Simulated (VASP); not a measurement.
Write the native input for VASP 6.6.1 that does the following.

```yaml
Task: single point
Functional: PBE
Potentials_or_basis: VASP PAW PBE potentials, release 64 (Ag, Os)
Cutoff: 520 eV
k_mesh: 12 × 12 × 4
Occupations: gaussian, width 0.1 eV
Spin: no spin polarisation
Dipole_correction: no
Further_INCAR_settings: ALGO = Normal; EDIFF = 1e-06; NBANDS = 28
```

The structure of Ag3Os lies in POSCAR:

```
Ag3Os
1.0
    2.6993292124      0.0000000000      0.0000000000
   -1.3496646062      2.3376876711      0.0000000000
    0.0000000000      0.0000000000      9.2473453299
Ag Os
3 1
Direct
    0.0000000000      0.0000000000      0.0000000000
    0.6666666667      0.3333333333      0.7493469821
    0.6666666667      0.3333333333      0.2506530179
    0.0000000000      0.0000000000      0.5000000000
```

These files were run (other wordings do the same):

INCAR

```
ALGO     = Normal         # electronic algorithm
EDIFF    = 1E-6           # SCF threshold, eV
ENCUT    = 520            # plane-wave cutoff, eV
GGA      = PE             # functional
ISIF     = 2              # what is computed and relaxed
ISMEAR   = 0              # smearing method
LASPH    = True           # aspherical terms in the spheres
LCHARG   = False          # write CHGCAR
LREAL    = False          # projectors in reciprocal space
LWAVE    = False          # write WAVECAR
NBANDS   = 28             # bands
NELM     = 100            # most SCF steps
PREC     = Accurate       # precision mode
SIGMA    = 0.1            # smearing width, eV
```

KPOINTS

```
k-points
0
Gamma
  12 12 4
```

Potentials or basis: VASP PAW PBE potentials, release 64 (Ag, Os).

Command:

```bash
$ cat potpaw_PBE.64/Ag/POTCAR potpaw_PBE.64/Os/POTCAR > POTCAR
$ mpirun -np 1 vasp_std > vasp.out
```

Results of the run:

```yaml
Pressure: 25.9 GPa
Largest_force: 0.010 eV/Å
Band_gap_on_the_k_mesh: zero (an odd number of electrons rules out a gap without spin polarisation)
```

Caveat: the cell stands under pressure; spin-orbit coupling is left out, which moves the levels of the heavy elements.

Run time: 41 s on 1 thread of Intel(R) Xeon(R) 6975P-C (Granite Rapids), on a shared host, peak memory 0.22 GiB.
